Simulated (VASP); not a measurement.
Set up this calculation in VASP 6.6.1, as the native input.

- Task: single point
- Functional: LDA
- Potentials or basis: VASP PAW LDA potentials, release 64 (Pt_sv_GW)
- Cutoff: 570 eV
- k mesh: 21 × 21 × 10
- Occupations: gaussian, width 0.15 eV
- Spin: collinear spin
- Starting moments: [0.1, 0.1] μB
- Fixed moment: 0.2 μB
- Dipole correction: no
- Further INCAR settings: ALGO = Normal; EDIFF = 1e-06; NBANDS = 29

The structure of Pt lies in POSCAR:

```
Pt
1.0
    2.5804946569      0.0000000000      0.0000000000
   -1.2902473284      2.2347739272      0.0000000000
    0.0000000000      0.0000000000      4.4558335951
Pt
2
Direct
    0.6666666667      0.3333333333      0.7500000000
    0.3333333333      0.6666666667      0.2500000000
```

This isn't the form of Pt at room conditions, which is fcc.

These files were run (other wordings do the same):

INCAR

```
PREC = Accurate
ENCUT = 570
EDIFF = 1E-6
ISMEAR = 0
SIGMA = 0.15
LREAL = F
LASPH = T
NELM = 200
ALGO = Normal
ISIF = 2
LWAVE = F
LCHARG = F
ISPIN = 2
MAGMOM = 0.1 0.1
LORBIT = 11
NUPDOWN = 0.2
LMAXMIX = 4
GGA = CA
NBANDS = 29
GGA_COMPAT = F
```

KPOINTS

```
Automatic mesh
0
Gamma
  21 21 10
```

Potentials or basis: VASP PAW LDA potentials, release 64 (Pt_sv_GW).

Command:

```bash
$ cat potpaw_LDA.64/Pt_sv_GW/POTCAR > POTCAR
$ mpirun -np 1 vasp_std > vasp.out
```

It gave:

The pressure is 64.1 GPa, the net moment is 0.20 μB per cell and the site moments are Pt +0.11 μB.

Caveat: the stress differs along the axes, from 58 to 67 GPa; the total moment is fixed, so each spin has its own Fermi level and the state may be an excited one.

Run time: 2.6 min on 1 thread of Intel(R) Xeon(R) 6975P-C (Granite Rapids) (shared host), peak memory 0.42 GiB.
